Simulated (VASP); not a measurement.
Here is a VASP 6.6.1 calculation.

File INCAR:

```
ALGO = Normal ; EDIFF = 1E-6
ENCUT = 520 ; ISIF = 2
ISMEAR = -1 ; LASPH = T
LCHARG = F ; LREAL = F
LWAVE = F ; NBANDS = 13
NELM = 60 ; PREC = Accurate
SIGMA = 0.1
```

The input KPOINTS:

```
k-points
0
Gamma
  21 21 21
```

POSCAR

```
Ge
1.0
   -1.6472957012      1.6472957012      1.6472957012
    1.6472957012     -1.6472957012      1.6472957012
    1.6472957012      1.6472957012     -1.6472957012
Ge
1
Direct
    0.0000000000      0.0000000000      0.0000000000
```

Potentials or basis: VASP PAW LDA potentials, release 64 (Ge_d).

Command:

```bash
$ cat potpaw_LDA.64/Ge_d/POTCAR > POTCAR
$ mpirun -np 1 vasp_std > vasp.out
```

(1) Estimate the pressure.

(2) What does it give for the band gap on the k mesh?

Results:

(1) 0.2 GPa.

(2) zero (band 7 reaches 16.67 eV, above the bottom of band 8 at 3.89 eV).
